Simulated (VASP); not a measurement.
A run of VASP 6.6.1 is set up as follows.

File POSCAR:

```
IrS
1.0
    0.0000000000      2.4440041735      2.4440041735
    2.4440041735      0.0000000000      2.4440041735
    2.4440041735      2.4440041735      0.0000000000
Ir S
1 1
Direct
    0.5000000000      0.5000000000      0.5000000000
    0.0000000000      0.0000000000      0.0000000000
```

File INCAR.step1:

```
ALGO = Normal ; EDIFF = 1E-5
ENCUT = 620 ; GGA = PE
GGA_COMPAT = F ; ISMEAR = 0
LASPH = T ; LCHARG = F
LREAL = F ; LWAVE = T
NBANDS = 18 ; NELM = 120
PREC = Accurate ; SIGMA = 0.05
```

Contents of INCAR.step2:

```
ALGO = Normal ; EDIFF = 1E-6
ENCUT = 620 ; GGA_COMPAT = F
ISIF = 2 ; ISMEAR = 0
ISTART = 1 ; LASPH = T
LCHARG = T ; LELF = T
LMIXTAU = T ; LREAL = F
LVHAR = T ; LWAVE = F
METAGGA = R2SCAN ; NBANDS = 18
NELM = 120 ; PREC = Accurate
SIGMA = 0.05
```

File KPOINTS:

```
k-points
0
Gamma
  12 12 12
```

Potentials or basis: VASP PAW PBE potentials, release 64 (Ir_sv_GW, S).

Command:

```sh
$ cat potpaw_PBE.64/Ir_sv_GW/POTCAR potpaw_PBE.64/S/POTCAR > POTCAR
$ cp INCAR.step1 INCAR
$ mpirun -np 1 vasp_std > vasp.out
$ cp INCAR.step2 INCAR
$ mpirun -np 1 vasp_std > vasp.out
```

(1) What does it give for the pressure?

(2) What does it give for the band gap on the k mesh?

Answers

(1) 3.5 GPa.

(2) zero (an odd number of electrons rules out a gap without spin polarisation).

Caveat: the cell stands under pressure; the PAW data sets were made with another functional, which shifts forces and pressure a little; spin-orbit coupling is left out, which moves the levels of the heavy elements; an odd number of electrons without spin polarisation forces a metal; a magnetic or distorted state may lie lower.
